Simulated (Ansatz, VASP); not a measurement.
# LiCl in VASP and in Ansatz

```
CELL_PARAMETERS angstrom
3.20435 0.00000 0.00000
0.00000 3.20435 0.00000
0.00000 0.00000 3.20435
ATOMIC_POSITIONS crystal
Li 0.00000 0.00000 0.00000
Cl 0.50000 0.50000 0.50000
```

Alike in both runs: task single point; functional r2SCAN; k mesh 6 × 6 × 6; no spin polarisation.

```csv
,VASP,Ansatz
version,VASP 6.6.1,Ansatz 0.2.0
potentials or method,"VASP PAW PBE potentials, release 64 (Li_sv, Cl)","plane waves, PAW"
plane-wave cutoff (eV),520,500
occupations,"gaussian, width 0.01 eV",fixed
valence electrons in the cell,10,10
```

VASP gave:

```
gap on the k mesh at the Fermi level (eV) : 5.63
```

Q: What did Ansatz give for the same quantities?

A: gap on the k mesh at the Fermi level (eV): 5.52.

VASP's potentials were made for PBE, not for r2SCAN.

Noted on VASP's run: the cutoff is short for stress, so the pressure is rough.
